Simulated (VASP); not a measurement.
# Ag (Fm-3m) in VASP: notebook

The runs below take Ag through single point, with PBE.

All numbers are computed with VASP 6.6.1; they aren't measurements. Logs are shortened: lines on timing, memory, paths and dates and some standing lists are left out, and cuts for length are marked.

## 1. The cell of the first run

It takes space group Fm-3m (No. 225, cubic). Conventional cell: a = 4.092 Å, b = 4.092 Å, c = 4.092 Å, α = 90.00°, β = 90.00°, γ = 90.00°. Within 3.8 Å of Ag (site symmetry m-3m) lie 12 Ag at 2.89 Å.

## 2. Single point, PBE

Input file INCAR:

```
ALGO     = Normal         # electronic algorithm
EDIFF    = 1E-6           # SCF threshold, eV
ENCUT    = 520            # plane-wave cutoff, eV
GGA      = PE             # functional
ISIF     = 2              # what is computed and relaxed
ISMEAR   = -1             # smearing method
LASPH    = True           # aspherical terms in the spheres
LCHARG   = True           # write CHGCAR
LELF     = True           # ELF
LREAL    = False          # projectors in reciprocal space
LVHAR    = True         
LWAVE    = False          # write WAVECAR
NBANDS   = 12             # bands
NELM     = 60             # most SCF steps
PREC     = Accurate       # precision mode
SIGMA    = 0.06122561905347299 # smearing width, eV
```

Input file KPOINTS:

```
k-points
0
Gamma
  23 23 23
```

Input file POSCAR:

```
Ag
1.0
    0.0000000000      2.0458469607      2.0458469607
    2.0458469607      0.0000000000      2.0458469607
    2.0458469607      2.0458469607      0.0000000000
Ag
1
Direct
    0.0000000000      0.0000000000      0.0000000000
```

Potentials or basis: VASP PAW PBE potentials, release 64 (Ag).

Launch:

```bash
$ cat potpaw_PBE.64/Ag/POTCAR > POTCAR
$ mpirun -np 1 vasp_std > vasp.out
```

OUTCAR:

```text
EDIFF = 1E-6
   ENCUT = 520
   GGA = PE
   ISIF = 2
   ISMEAR = -1
   LASPH = True
   LREAL = False
   NELM = 60
   PREC = Accurate

 ion  position               nearest neighbor table
   1  0.000  0.000  0.000-

  LATTYP: Found a face centered cubic cell.
 ALAT       =     4.0916939214

  Lattice vectors:

 A1 = (   0.0000000000,   2.0458469607,   2.0458469607)
 A2 = (   2.0458469607,   0.0000000000,   2.0458469607)
 A3 = (   2.0458469607,   2.0458469607,   0.0000000000)

Analysis of symmetry for initial positions (statically):
=====================================================================
 Subroutine PRICEL returns:
 Original cell was already a primitive cell.

 Routine SETGRP: Setting up the symmetry group for a
 face centered cubic supercell.

 Subroutine GETGRP returns: Found 48 space group operations
 (whereof 48 operations were pure point group operations)
 out of a pool of 48 trial point group operations.

The static configuration has the point symmetry O_h .

Analysis of symmetry for dynamics (positions and initial velocities):
=====================================================================
 Subroutine PRICEL returns:
 Original cell was already a primitive cell.

 Routine SETGRP: Setting up the symmetry group for a
 face centered cubic supercell.

 Subroutine GETGRP returns: Found 48 space group operations
 (whereof 48 operations were pure point group operations)
 out of a pool of 48 trial point group operations.

The dynamic configuration has the point symmetry O_h .

 Subroutine INISYM returns: Found 48 space group operations
 (whereof 48 operations are pure point group operations),
 and found     1 'primitive' translations

----------------------------------------------------------------------------------------

                                     Primitive cell

  volume of cell :      17.1257

  direct lattice vectors                    reciprocal lattice vectors
     0.000000000  2.045846961  2.045846961    -0.244397557  0.244397557  0.244397557
     2.045846961  0.000000000  2.045846961     0.244397557 -0.244397557  0.244397557
     2.045846961  2.045846961  0.000000000     0.244397557  0.244397557 -0.244397557

  length of vectors
     2.893264518  2.893264518  2.893264518     0.423308987  0.423308987  0.423308987

  position of ions in fractional coordinates (direct lattice)
     0.000000000  0.000000000  0.000000000

  ion indices of the primitive-cell ions
   primitive index   ion index
                 1           1

[... 82 lines left out ...]
   NELECT =      11.0000    total number of electrons
   NUPDOWN=      -1.0000    fix difference up-down
   EMIN   =  10.00;   EMAX   =-10.00  energy-range for DOS
   EFERMI =   0.00;   METHOD = LEGACY
   ISMEAR =    -1;   SIGMA  =   0.06  broadening in eV -4-tet -1-fermi 0-gaus
   EFERMI_NEDOS =   21; number of points for ismear=-14 and -15
   IALGO  =     38    algorithm
   IMIX   =      4    mixing-type and parameters
     AMIX     =   0.40;   BMIX     =  1.00
     AMIX_MAG =   1.60;   BMIX_MAG =  1.00
  volume/ion in A,a.u.               =      17.13       115.57
  Fermi-wavevector in a.u.,A,eV,Ry     =   1.412503  2.669243 27.145848  1.995164
  Thomas-Fermi vector in A             =   2.534245
   LORBIT       =      0    0 simple, 1 ext, 2 COOP (PROOUT), +10 PAW based schemes
   GGA     = PE    functional components
   LHFCALC =     F    Hartree Fock is set to
   AEXX    =    0.0000 exact exchange contribution
   IVDW    =     0    specifies the selected vdW correction
   LEPSILON=     F    determine dielectric tensor
   LRPA    =     F    only Hartree local field effects (RPA)
 non-spin polarized calculation
  energy-cutoff  :      520.00
  volume of cell :       17.13
 maximum number of plane-waves:       477
 NGX is ok and might be reduce to    24
   NGX = 11   NGY = 11   NGZ = 11

 number of electron      10.9999999 magnetization

 Free energy of the ion-electron system (eV)
  ---------------------------------------------------
  ext. energy  EPLUGINS =         0.00000000
  ---------------------------------------------------
  free energy    TOTEN  =        -2.70906391 eV

  energy without entropy =       -2.70472133  energy(sigma->0) =       -2.70689262

 E-fermi :   8.3989     XC(G=0): -12.1836

 val. band max:        8.3945620240   @ k =  -0.3913   0.1304   0.0435
 cond. band min:       8.4444907186   @ k =   0.4783   0.3043   0.0435
 fundamental gap:      0.0499286946
 Fermi energy:         8.3988747012

 k-point     1 :       0.0000    0.0000    0.0000
  band No.  band energies     occupation
      1       0.6336      2.00000
      2       3.5780      2.00000
      3       3.5780      2.00000
      4       3.5780      2.00000
      5       4.6038      2.00000
      6       4.6038      2.00000
      7      24.3841      0.00000
      8      27.9364      0.00000
      9      27.9364      0.00000
     10      27.9364      0.00000
     11      32.7318      0.00000
     12      33.8442      0.00000
[... 331 lines left out ...]
 k-point    24 :      -0.4783    0.0435    0.0000
  band No.  band energies     occupation
      1       2.0336      2.00000
      2       3.5360      2.00000
      3       3.5824      2.00000
      4       5.2778      2.00000
      5       5.3828      2.00000
      6       8.1405      1.97105
      7      11.9735      0.00000
      8      23.5775      0.00000
      9      25.7718      0.00000
     10      26.0508      0.00000
     11      31.3314      0.00000
     12      31.4480      0.00000

 [... further k-points ...]

------------------------ aborting loop because EDIFF is reached ----------------------------------------

  FORCE on cell =-STRESS in cart. coord.  units (eV):
  Direction    XX          YY          ZZ          XY          YZ          ZX
  --------------------------------------------------------------------------------------
  -------------------------------------------------------------------------------------
  Total        0.4332838      0.4332838      0.4332838      0.0000000     -0.0000000      0.0000000
  in kB       40.5353169     40.5353169     40.5353169      0.0000000     -0.0000000      0.0000000
  external PRESSURE =      40.5353169 kB  Pullay stress =       0.0000000 kB

 VOLUME and BASIS-vectors are now :
 -----------------------------------------------------------------------------
  energy-cutoff  :      520.00
  volume of cell :       17.13
      direct lattice vectors                 reciprocal lattice vectors
     0.000000000  2.045846961  2.045846961    -0.244397557  0.244397557  0.244397557
     2.045846961  0.000000000  2.045846961     0.244397557 -0.244397557  0.244397557
     2.045846961  2.045846961  0.000000000     0.244397557  0.244397557 -0.244397557

 POSITION                                       TOTAL-FORCE (eV/Angst)
 -----------------------------------------------------------------------------------
      0.00000      0.00000      0.00000         0.000000      0.000000      0.000000
 -----------------------------------------------------------------------------------
    total drift:                               -0.000000      0.000000     -0.000000

  FREE ENERGIE OF THE ION-ELECTRON SYSTEM (eV)
  ---------------------------------------------------
  free  energy   TOTEN  =        -2.7090639057 eV

  energy  without entropy=       -2.7047213329  energy(sigma->0) =       -2.70689262
```

stdout:

```text
POSCAR found type information on POSCAR Ag
 POSCAR found :  1 types and       1 ions
 scaLAPACK will be used
 LDA part: xc-table for (Slater+PW92), standard interpolation
 POSCAR, INCAR and KPOINTS ok, starting setup
 FFT: planning ... GRIDC
 FFT: planning ... GRID_SOFT
 FFT: planning ... GRID
 WAVECAR not read
 entering main loop
```

Wall time 74 s (1 thread of Intel Xeon 8259CL, shared host); peak memory 0.2 GiB.

Results:

```
Free energy            : -2.7091 eV
Pressure               : 4.1 GPa
Band gap on the k mesh : zero (an odd number of electrons rules out a gap without spin polarisation)
```

Levels at points of the mesh, in eV from the Fermi level:
```
           k point  band 2  band 3  band 4  band 5  band 6  band 7  band 8  band 9  band 10  band 11
(0.00, 0.00, 0.00)   -4.82   -4.82   -4.82   -3.80   -3.80   15.99   19.54   19.54    19.54    24.33
```

Caveat: the cell stands under pressure.

## 3. Single point, PBE

Input file INCAR:

```
SYSTEM = Ag
ALGO     = Normal         ! electronic algorithm
EDIFF    = 1E-6           ! SCF threshold, eV
ENCUT    = 520            ! plane-wave cutoff, eV
GGA      = PE             ! functional
ISIF     = 2              ! what is computed and relaxed
ISMEAR   = -1             ! smearing method
LASPH    = .TRUE.         ! aspherical terms in the spheres
LCHARG   = .TRUE.         ! write CHGCAR
LELF     = .TRUE.         ! ELF
LREAL    = .FALSE.        ! projectors in reciprocal space
LVHAR    = .TRUE.       
LWAVE    = .FALSE.        ! write WAVECAR
NBANDS   = 12             ! bands
NELM     = 60             ! most SCF steps
PREC     = Accurate       ! precision mode
SIGMA    = 0.06122561905347299 ! smearing width, eV
```

Input file KPOINTS:

```
k-points
0
G
  23 23 23
  0 0 0
```

POSCAR is that of step 2.

Potentials or basis: VASP PAW PBE potentials, release 64 (Ag).

Launch:

```bash
$ cat potpaw_PBE.64/Ag/POTCAR > POTCAR
$ mpirun -np 1 vasp_std > vasp.out
```

Run time: 66 s. Hardware: 1 thread of Intel Xeon 8259CL, shared host; peak memory 0.2 GiB.

Results (log left out):

```yaml
Free_energy: -2.7091 eV
Pressure: 4.1 GPa
Band_gap_on_the_k_mesh: zero (an odd number of electrons rules out a gap without spin polarisation)
```

Levels at points of the mesh, in eV from the Fermi level:
| k point | band 3 | band 4 | band 5 | band 6 | band 7 | band 8 | band 9 | band 10 |
| --- | --- | --- | --- | --- | --- | --- | --- | --- |
| (0.00, 0.00, 0.00) | -4.82 | -4.82 | -3.80 | -3.80 | 15.99 | 19.54 | 19.54 | 19.54 |

Caveat: the cell stands under pressure.

## 4. Single point, PBE

This run uses another cell than the first one, of 17.48 Å³/atom.

Input file INCAR:

```
SYSTEM = Ag
ALGO = Normal ; EDIFF = 1E-6
ENCUT = 520 ; GGA = PE
ISIF = 2 ; ISMEAR = -1
LASPH = .TRUE. ; LCHARG = .TRUE.
LELF = .TRUE. ; LREAL = .FALSE.
LVHAR = .TRUE. ; LWAVE = .FALSE.
NBANDS = 12 ; NELM = 80
PREC = Accurate ; SIGMA = 0.06122561905347299
```

KPOINTS is that of step 3.

Input file POSCAR:

```
Ag
1.0
    0.0000000000      2.0599566960      2.0599566960
    2.0599566960      0.0000000000      2.0599566960
    2.0599566960      2.0599566960      0.0000000000
Ag
1
Direct
    0.0000000000      0.0000000000      0.0000000000
```

Launch:

```bash
$ cat potpaw_PBE.64/Ag/POTCAR > POTCAR
$ mpirun -np 1 vasp_std > vasp.out
```

It took 64 s on 1 thread of Intel Xeon 8259CL, shared host; peak memory 0.2 GiB.

Results (log left out):

- Free energy: -2.7158 eV
- Pressure: 1.9 GPa
- Band gap on the k mesh: zero (an odd number of electrons rules out a gap without spin polarisation)

Levels at points of the mesh, in eV from the Fermi level:
```csv
k point,band 4,band 5,band 6,band 7,band 8,band 9
"(0.00, 0.00, 0.00)",-4.75,-3.76,-3.76,15.94,19.37,19.37
```
